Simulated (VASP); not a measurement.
# C: single point with PBE+D3(BJ)

C, a slab with vacuum:

```xyz
24
Lattice="2.4650 0.0000 0.0000 0.0000 6.7384 0.0000 0.0000 0.0000 27.0968" Properties=species:S:1:pos:R:3 pbc="T T T"
C     0.0000    3.3524    7.4983
C     1.2325    6.7216    8.2932
C     1.2325    3.3524    8.1193
C     0.0000    6.7216    8.9207
C     1.2325    3.3524    9.5918
C     0.0000    6.7216   10.3934
C     0.0000    3.3524   10.2906
C     1.2325    6.7216   11.0927
C     0.0000    3.3524   11.7243
C     1.2325    6.7216   12.5274
C     1.2325    3.3524   12.4316
C     0.0000    6.7216   13.2347
C     1.2325    3.3524   13.8622
C     0.0000    6.7216   14.6651
C     0.0000    3.3524   14.5695
C     1.2325    6.7216   15.3725
C     0.0000    3.3524   16.0042
C     1.2325    6.7216   16.8062
C     1.2325    3.3524   16.7035
C     0.0000    6.7216   17.5050
C     1.2325    3.3524   18.1762
C     0.0000    6.7216   18.9775
C     0.0000    3.3524   18.8037
C     1.2325    6.7216   19.5986
```

```yaml
Program: VASP 6.6.1
Task: single point
Functional: PBE
Dispersion: D3(BJ)
Potentials_or_basis: VASP PAW PBE potentials, release 64 (C)
Cutoff: 520 eV
k_mesh: 14 × 5 × 1
Occupations: gaussian, width 0.1 eV
Spin: no spin polarisation
Dipole_correction: yes
Further_INCAR_settings: LREAL = Auto; ALGO = Normal; EDIFF = 1e-07; NBANDS = 66
```

- Largest force: 0.040 eV/Å
- Band gap on the k mesh: zero (bands 48 and 49 overlap by 0.47 eV)
- Dispersion energy per atom: -0.136 eV

Forces on the atoms (eV/Å):
```
C    0.000  0.000 -0.040
C    0.000  0.000 -0.030
C    0.000  0.000 -0.003
C    0.000  0.000  0.014
C    0.000  0.000 -0.024
C    0.000  0.000 -0.012
C    0.000  0.000 -0.005
C    0.000  0.000  0.014
C    0.000  0.000  0.017
C    0.000  0.000 -0.018
C    0.000  0.000  0.008
C    0.000  0.000  0.014
C    0.000  0.000 -0.014
C    0.000  0.000 -0.008
C    0.000  0.000  0.018
C    0.000  0.000 -0.017
C    0.000  0.000 -0.014
C    0.000  0.000  0.005
C    0.000  0.000  0.012
C    0.000  0.000  0.024
C    0.000  0.000 -0.014
C    0.000  0.000  0.003
C    0.000  0.000  0.030
C    0.000  0.000  0.040
```

Levels at points of the mesh, in eV from the Fermi level:
| k point | band 46 | band 47 | band 48 | band 49 | band 50 | band 51 |
| --- | --- | --- | --- | --- | --- | --- |
| (0.00, 0.00, 0.00) | -2.54 | -0.01 | 0.04 | 0.30 | 0.36 | 2.35 |
| (0.50, 0.00, 0.00) | -0.53 | -0.51 | -0.51 | 0.38 | 0.38 | 0.57 |

It took 13 min on 1 thread of Intel(R) Xeon(R) 6975P-C (Granite Rapids), with other jobs on the host, peak memory 0.68 GiB.
